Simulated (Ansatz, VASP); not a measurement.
**One calculation of ZnC2, two programs**

```
CELL_PARAMETERS angstrom
1.42415 0.82223 4.30130
-1.42415 0.82223 4.30130
0.00000 -1.64447 4.30130
ATOMIC_POSITIONS crystal
Zn 0.00000 0.00000 0.00000
C 0.75000 0.75000 0.75000
C 0.25000 0.25000 0.25000
```

Alike in both runs: task relaxation of cell and atoms; functional PBE; k mesh 6 × 6 × 6; occupations gaussian, width 0.1 eV; no spin polarisation.

|  | VASP | Ansatz |
| --- | --- | --- |
| version | VASP 6.6.1 | Ansatz 0.2.0 |
| potentials or method | VASP PAW PBE potentials, release 64 (Zn, C), cutoff 600 eV | scalar-relativistic, plane waves, PAW |
| valence electrons in the cell | 20 | 20 |

Ansatz gave:

| Property | Result |
| --- | --- |
| gap on the k mesh at the Fermi level, each at its own relaxed structure (eV) | none |
| relaxed volume (Å³/atom) | 12.45 |
| relaxed length of the cell vector where the two differ most in proportion (Å) | 7.073 |

Question: What did VASP give for the same quantities?

Answer: gap on the k mesh at the Fermi level, each at its own relaxed structure (eV): none; relaxed volume (Å³/atom): 10.90; relaxed length of the cell vector where the two differ most in proportion (Å): 6.206.

A gap of «none» marks a metal or a gap that the smearing closes. One of these differences is far larger than is usual between the two programs; its cause wasn't traced.

The k mesh is coarse, so the values compare programs but aren't converged.
